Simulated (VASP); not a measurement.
# Cu (Fm-3m) in VASP: a series of runs, part 2 of 2

VASP 6.6.1.

## (6) Single point, revPBE (volume scaled by 1.04)

Contents of INCAR:

```
SYSTEM = Cu
ALGO = Normal
EDIFF = 1E-7
ENCUT = 520
GGA = RE
ISIF = 2
ISMEAR = -1
LASPH = .True.
LCHARG = .False.
LREAL = .False.
LWAVE = .False.
NBANDS = 12
NELM = 100
PREC = Accurate
SIGMA = 0.1
```

Contents of KPOINTS:

```
k-points
0
Gamma
  24 24 24
  0 0 0
```

Contents of POSCAR:

```
Cu
1.0
    0.0000000000      1.8541956842      1.8541956842
    1.8541956842      0.0000000000      1.8541956842
    1.8541956842      1.8541956842      0.0000000000
Cu
1
Direct
    0.0000000000      0.0000000000      0.0000000000
```

Potentials or basis: VASP PAW PBE potentials, release 64 (Cu).

Run with:

```
cat potpaw_PBE.64/Cu/POTCAR > POTCAR
mpirun -np 1 vasp_std > vasp.out
```

OUTCAR:

```text
SYSTEM = Cu
   EDIFF = 1E-7
   ENCUT = 520
   GGA = RE
   ISIF = 2
   ISMEAR = -1
   LASPH = .True.
   LREAL = .False.
   NELM = 100
   PREC = Accurate

 ion  position               nearest neighbor table
   1  0.000  0.000  0.000-

  LATTYP: Found a face centered cubic cell.
 ALAT       =     3.7083913684

  Lattice vectors:

 A1 = (   0.0000000000,   1.8541956842,   1.8541956842)
 A2 = (   1.8541956842,   0.0000000000,   1.8541956842)
 A3 = (   1.8541956842,   1.8541956842,   0.0000000000)

Analysis of symmetry for initial positions (statically):
=====================================================================
 Subroutine PRICEL returns:
 Original cell was already a primitive cell.

 Routine SETGRP: Setting up the symmetry group for a
 face centered cubic supercell.

 Subroutine GETGRP returns: Found 48 space group operations
 (whereof 48 operations were pure point group operations)
 out of a pool of 48 trial point group operations.

The static configuration has the point symmetry O_h .

Analysis of symmetry for dynamics (positions and initial velocities):
=====================================================================
 Subroutine PRICEL returns:
 Original cell was already a primitive cell.

 Routine SETGRP: Setting up the symmetry group for a
 face centered cubic supercell.

 Subroutine GETGRP returns: Found 48 space group operations
 (whereof 48 operations were pure point group operations)
 out of a pool of 48 trial point group operations.

The dynamic configuration has the point symmetry O_h .

 Subroutine INISYM returns: Found 48 space group operations
 (whereof 48 operations are pure point group operations),
 and found     1 'primitive' translations

----------------------------------------------------------------------------------------

                                     Primitive cell

  volume of cell :      12.7496

  direct lattice vectors                    reciprocal lattice vectors
[... 105 lines left out ...]
     AMIX_MAG =   1.60;   BMIX_MAG =  1.00
  volume/ion in A,a.u.               =      12.75        86.04
  Fermi-wavevector in a.u.,A,eV,Ry     =   1.558500  2.945138 33.047497  2.428922
  Thomas-Fermi vector in A             =   2.661995
   LORBIT       =      0    0 simple, 1 ext, 2 COOP (PROOUT), +10 PAW based schemes
   GGA     = RE    functional components
   LHFCALC =     F    Hartree Fock is set to
   AEXX    =    0.0000 exact exchange contribution
   IVDW    =     0    specifies the selected vdW correction
   LEPSILON=     F    determine dielectric tensor
   LRPA    =     F    only Hartree local field effects (RPA)
 non-spin polarized calculation
  energy-cutoff  :      520.00
  volume of cell :       12.75
 maximum number of plane-waves:       360
   NGX =  9   NGY =  9   NGZ =  9

 number of electron      10.9999993 magnetization

 Free energy of the ion-electron system (eV)
  ---------------------------------------------------
  ext. energy  EPLUGINS =         0.00000000
  ---------------------------------------------------
  free energy    TOTEN  =        -3.35154987 eV

  energy without entropy =       -3.34206996  energy(sigma->0) =       -3.34680991

 E-fermi :   6.8035     XC(G=0): -12.1866

 val. band max:        6.8012527006   @ k =   0.5000   0.1667   0.0417
 cond. band min:       6.8189981533   @ k =   0.5000   0.2500   0.0833
 fundamental gap:      0.0177454527
 Fermi energy:         6.8034890150

 k-point     1 :       0.0000    0.0000    0.0000
  band No.  band energies     occupation
      1      -1.9882      2.00000
      2       3.9878      2.00000
      3       3.9879      2.00000
      4       3.9879      2.00000
      5       4.7149      2.00000
      6       4.7149      2.00000
      7      28.7234      0.00000
      8      30.8598      0.00000
      9      30.8598      0.00000
     10      30.8598      0.00000
     11      33.2843      0.00000
     12      33.2843      0.00000
[... 331 lines left out ...]
 k-point    24 :       0.4583    0.0417    0.0000
  band No.  band energies     occupation
      1       2.0964      2.00000
      2       3.9515      2.00000
      3       3.9924      2.00000
      4       4.8991      2.00000
      5       5.2091      2.00000
      6       5.7833      1.99993
      7      11.0218      0.00000
      8      26.8807      0.00000
      9      26.9947      0.00000
     10      27.5576      0.00000
     11      31.4809      0.00000
     12      31.7597      0.00000

 [... further k-points ...]
[... 5 lines left out ...]
  --------------------------------------------------------------------------------------
  -------------------------------------------------------------------------------------
  Total       -0.3157499     -0.3157499     -0.3157499      0.0000000      0.0000000      0.0000000
  in kB      -39.6786730    -39.6786730    -39.6786730      0.0000000      0.0000000      0.0000000
  external PRESSURE =     -39.6786730 kB  Pullay stress =       0.0000000 kB

 VOLUME and BASIS-vectors are now :
 -----------------------------------------------------------------------------
  energy-cutoff  :      520.00
  volume of cell :       12.75
      direct lattice vectors                 reciprocal lattice vectors
     0.000000000  1.854195684  1.854195684    -0.269658701  0.269658701  0.269658701
     1.854195684  0.000000000  1.854195684     0.269658701 -0.269658701  0.269658701
     1.854195684  1.854195684  0.000000000     0.269658701  0.269658701 -0.269658701

 POSITION                                       TOTAL-FORCE (eV/Angst)
 -----------------------------------------------------------------------------------
      0.00000      0.00000      0.00000        -0.000000      0.000000      0.000000
 -----------------------------------------------------------------------------------
    total drift:                                0.000000      0.000000      0.000000

  FREE ENERGIE OF THE ION-ELECTRON SYSTEM (eV)
  ---------------------------------------------------
  free  energy   TOTEN  =        -3.3515498664 eV

  energy  without entropy=       -3.3420699558  energy(sigma->0) =       -3.34680991
```

Run time: 25 s. Hardware: 1 thread of Intel Xeon 6975P-C (Granite Rapids), shared host; peak memory 0.17 GiB.

What came out:

| Property | Result |
| --- | --- |
| Free energy | -3.3515 eV |
| Pressure | -4.0 GPa |

Caveat: the PAW data sets were made with another functional, which shifts forces and pressure a little.

## (7) Overview

```csv
cell,gap on the mesh (eV),pressure (GPa)
"a = 2.480 Å, angles 60.0°, 1 atom",none,23.4
"a = 2.517 Å, angles 60.0°, 1 atom",none,13.9
"a = 2.553 Å, angles 60.0°, 1 atom",none,6.5
"a = 2.588 Å, angles 60.0°, 1 atom",none,0.6
"a = 2.622 Å, angles 60.0°, 1 atom",none,-4.0
```

Alike in all rows: task single point; level revPBE; potentials or basis VASP PAW PBE potentials, release 64 (Cu); no spin polarisation; k mesh 24 × 24 × 24; cutoff (eV) 520; smearing fermi-dirac 0.1 eV.

Caveats: the PAW data sets were made with another functional, which shifts forces and pressure a little.

Absolute energies hang on the potentials; compare differences alone.
